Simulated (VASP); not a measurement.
Write the native input for VASP 6.6.1 that does the following.

```yaml
Task: single point
Functional: PBE
Potentials_or_basis: VASP PAW PBE potentials, release 64 (V_sv)
Cutoff: 500 eV
k_mesh: 8 × 8 × 8
Occupations: gaussian, width 0.1 eV
Spin: no spin polarisation
Dipole_correction: no
Further_INCAR_settings: ALGO = Normal; EDIFF = 1e-06; NBANDS = 12
```

The structure of V lies in POSCAR:

```
V
1.0
    0.0000000000      1.9099208951      1.9099208951
    1.9099208951      0.0000000000      1.9099208951
    1.9099208951      1.9099208951      0.0000000000
V
1
Direct
    0.0000000000      0.0000000000      0.0000000000
```

One way to write it, as run:

INCAR

```
PREC = Accurate ; ENCUT = 500
EDIFF = 1E-6 ; ISMEAR = 0
SIGMA = 0.1 ; LREAL = F
LASPH = T ; NELM = 120
ALGO = Normal ; ISIF = 2
LWAVE = F ; LCHARG = F
GGA = PE ; NBANDS = 12
GGA_COMPAT = F
```

KPOINTS

```
regular mesh
0
Gamma
  8 8 8
```

Potentials or basis: VASP PAW PBE potentials, release 64 (V_sv).

Command:

```sh
$ cat potpaw_PBE.64/V_sv/POTCAR > POTCAR
$ mpirun -np 1 vasp_std > vasp.out
```

It gave:

```yaml
Pressure: 0.1 GPa
```

Wall time 4.1 s on 1 thread of Intel(R) Xeon(R) Platinum 8559C (Emerald Rapids) (shared host), peak memory 0.12 GiB.
